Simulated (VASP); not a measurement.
**In2Sb: single point with PBEsol**

Crystal: In2Sb.

```xyz
6
Lattice="5.3799 0.0000 0.0000 -2.6900 4.6591 0.0000 0.0000 0.0000 6.7226" Properties=species:S:1:pos:R:3 pbc="T T T"
In    2.6900    1.5530    1.6806
In    0.0000    3.1061    5.0419
In    0.0000    0.0000    3.3613
In    0.0000    0.0000    0.0000
Sb    2.6900    1.5530    5.0419
Sb    0.0000    3.1061    1.6806
```

```yaml
Program: VASP 6.6.1
Task: single point
Functional: PBEsol
Potentials_or_basis: VASP PAW PBE potentials, release 64 (In_d, Sb)
Cutoff: 500 eV
k_mesh: 18 × 18 × 12
Occupations: gaussian, width 0.1 eV
Spin: no spin polarisation
```

```
Pressure               : -2.6 GPa
Band gap on the k mesh : zero (bands 31 and 32 overlap by 2.07 eV)
```

Stress tensor (GPa, compression positive):
```
-2.21  0.00  0.00
 0.00 -2.21  0.00
 0.00  0.00 -3.44
```

Levels at points of the mesh, in eV from the Fermi level:
```tsv
k point	band 27	band 28	band 29	band 30	band 31	band 32	band 33	band 34	band 35	band 36
(0.00, 0.00, 0.00)	-2.38	-1.76	-1.76	-1.52	-0.49	-0.30	-0.30	0.11	0.61	2.15
(0.50, 0.00, 0.00)	-3.85	-3.56	-1.63	-1.59	-1.14	1.33	1.63	2.34	3.43	3.63
(0.00, 0.00, 0.50)	-1.86	-1.86	-1.86	-1.86	-1.03	-1.03	-0.22	-0.22	-0.22	-0.22
(0.50, 0.00, 0.50)	-3.09	-3.09	-0.62	-0.62	0.50	0.50	2.41	2.41	2.98	2.98
```

Wall time 21 min on 1 thread of Intel(R) Xeon(R) Platinum 8259CL CPU @ 2.50GHz (Skylake/Cascade Lake), with other jobs on the host, peak memory 1.2 GiB.

Caveat: the PAW data sets were made with another functional, which shifts forces and pressure a little; spin-orbit coupling is left out, which moves the levels of the heavy elements.
